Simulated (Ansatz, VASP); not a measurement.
# Two plane-wave programs on LiF

The input POSCAR:

```
LiF
1.0
    0.0000000000      2.0100000000      2.0100000000
    2.0100000000      0.0000000000      2.0100000000
    2.0100000000      2.0100000000      0.0000000000
Li F
1 1
Direct
    0.0000000000      0.0000000000      0.0000000000
    0.5000000000      0.5000000000      0.5000000000
```

The input INCAR.step1:

```
PREC     = Accurate       # precision mode
ENCUT    = 830            # plane-wave cutoff, eV
ISMEAR   = 0              # smearing method
SIGMA    = 0.1            # smearing width, eV
LREAL    = F              # projectors in reciprocal space
LASPH    = T              # aspherical terms in the spheres
NELM     = 120            # most SCF steps
NBANDS   = 12             # bands
GGA      = PE             # functional
ALGO     = Normal         # electronic algorithm
EDIFF    = 1E-5           # SCF threshold, eV
LWAVE    = T              # write WAVECAR
LCHARG   = F              # write CHGCAR
GGA_COMPAT= F
```

INCAR.step2

```
PREC     = Accurate       # precision mode
ENCUT    = 830            # plane-wave cutoff, eV
EDIFF    = 1E-6           # SCF threshold, eV
ISMEAR   = 0              # smearing method
SIGMA    = 0.1            # smearing width, eV
LREAL    = F              # projectors in reciprocal space
LASPH    = T              # aspherical terms in the spheres
NELM     = 120            # most SCF steps
ALGO     = Normal         # electronic algorithm
ISIF     = 2              # what is computed and relaxed
LWAVE    = F              # write WAVECAR
LCHARG   = F              # write CHGCAR
METAGGA  = R2SCAN         # meta-GGA
LMIXTAU  = T            
LUSE_VDW = T            
IVDW_NL  = 2            
BPARAM   = 11.95        
CPARAM   = 0.0093       
NBANDS   = 12             # bands
ISTART   = 1            
GGA_COMPAT= F
```

KPOINTS

```
regular mesh
0
Gamma
  8 8 8
```

Input for Ansatz:

```yaml
crystal:
  lattice:
    - [0.0, 2.01, 2.01]
    - [2.01, 0.0, 2.01]
    - [2.01, 2.01, 0.0]
  atoms:
    - { symbol: Li, position: [0.0, 0.0, 0.0] }
    - { symbol: F, position: [0.5, 0.5, 0.5] }
basis:
  ecutwfc: 500
kpoints:
  mp_grid: { grid: [8, 8, 8] }
hamiltonian:
  xc: r2scan
  dispersion: rvv10
  pseudopotentials: { kind: paw, azcp: { folder: soft_1 } }
scf:
  occupations: { method: gaussian, width: 0.1 }
output:
  forces: true
  stress: true
  eigenvalues: true
```

Alike in both runs: task single point; functional r2SCAN; dispersion rVV10; k mesh 8 × 8 × 8; occupations gaussian, width 0.1 eV; no spin polarisation.

```csv
,VASP,Ansatz
version,VASP 6.6.1,Ansatz 0.2.0
potentials or method,"VASP PAW PBE potentials, release 64 (Li_sv, F), cutoff 830 eV","scalar-relativistic, plane waves, PAW"
valence electrons in the cell,10,10
```

VASP gave:

* gap on the k mesh at the Fermi level (eV): 10.25
* least direct gap on the mesh (eV): 10.25
* pressure (GPa): -3.0

Q: What did Ansatz give for the same quantities?

A: gap on the k mesh at the Fermi level (eV): 10.05; least direct gap on the mesh (eV): 10.05; pressure (GPa): -2.6.

VASP's potentials were made for PBE, not for r2SCAN.
